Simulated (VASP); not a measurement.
# Zr: relaxation of cell and atoms with PBE

Zr:

```
Zr
1.0
    -2.81830    2.81830    1.53879
     2.81830   -2.81830    1.53879
     2.81830    2.81830   -1.53879
Zr
2
Cartesian
  0.0000 0.0000 0.0000
  0.0000 2.8183 0.7694
```

| Property | Result |
| --- | --- |
| Program | VASP 6.6.1 |
| Task | relaxation of cell and atoms |
| Functional | PBE |
| Potentials or basis | VASP PAW PBE potentials, release 64 (Zr_sv) |
| Cutoff | 500 eV |
| k mesh | 12 × 12 × 8 |
| Occupations | fermi-dirac, width 0.1 eV |
| Spin | no spin polarisation |
| Dipole correction | no |
| Further INCAR settings | ALGO = Normal; EDIFF = 1e-07; ISYM = 0; IBRION = 2; EDIFFG = -0.01; NSW = 80; ISIF = 3 |

| Property | Result |
| --- | --- |
| Relaxed volume | 23.61 Å³/atom |
| Relaxed cell | a = 4.215 Å, b = 4.215 Å, c = 4.214 Å, α = 97.58°, β = 97.58°, γ = 137.39° |
| Space group after relaxing (to 0.1 Å) | I4_1/amd (No. 141) |
| Energy gained by relaxing | 7.1 meV/atom |
| Ionic steps | 5 |
| Pressure after relaxing | 0.0 GPa |
| Band gap on the k mesh | zero (bands 12 and 13 overlap by 0.88 eV) |

The path:
| step | energy change (eV) | largest force (eV/Å) | pressure (GPa) | volume (Å³) |
| --- | --- | --- | --- | --- |
| 1 | 0.0000 | 0.0019 | -2.53 | 48.89 |
| 2 | -0.0081 | 0.0002 | 1.81 | 46.21 |
| 3 | -0.0137 | 0.0006 | 0.03 | 47.23 |
| 4 | -0.0140 | 0.0008 | 0.01 | 47.22 |
| 5 | -0.0141 | 0.0019 | 0.00 | 47.22 |

Final structure:
```cif
data_structure
_symmetry_space_group_name_H-M 'P 1'
_symmetry_Int_Tables_number 1
_cell_length_a 4.2147
_cell_length_b 4.2147
_cell_length_c 4.2144
_cell_angle_alpha 97.577
_cell_angle_beta 97.577
_cell_angle_gamma 137.394
_cell_volume 47.22
loop_
_atom_site_label
_atom_site_type_symbol
_atom_site_fract_x
_atom_site_fract_y
_atom_site_fract_z
_atom_site_occupancy
Zr1 Zr 0.99999 0.00001 0.00000 1
Zr2 Zr 0.75001 0.24999 0.50000 1
```

Levels at points of the mesh, in eV from the Fermi level:
| k point | band 10 | band 11 | band 12 | band 13 | band 14 | band 15 |
| --- | --- | --- | --- | --- | --- | --- |
| (0.00, 0.00, 0.00) | -2.88 | -1.14 | -0.72 | 0.11 | 3.21 | 3.21 |
| (0.50, 0.00, 0.00) | -2.15 | -0.91 | -0.20 | 1.31 | 1.49 | 1.75 |
| (0.00, 0.50, 0.00) | -2.15 | -0.91 | -0.20 | 1.31 | 1.49 | 1.75 |
| (0.50, 0.50, 0.00) | -2.55 | -0.51 | -0.50 | 0.78 | 0.78 | 2.28 |
| (0.00, 0.00, 0.50) | -2.55 | -0.50 | -0.50 | 0.78 | 0.78 | 2.28 |
| (0.50, 0.00, 0.50) | -2.15 | -0.91 | -0.20 | 1.31 | 1.49 | 1.75 |
| (0.00, 0.50, 0.50) | -2.15 | -0.91 | -0.20 | 1.31 | 1.49 | 1.75 |
| (0.50, 0.50, 0.50) | -2.18 | 0.09 | 0.09 | 0.81 | 0.81 | 2.81 |

It took 23 min on 1 thread of Intel(R) Xeon(R) 6975P-C (Granite Rapids), on a shared host, peak memory 0.49 GiB.
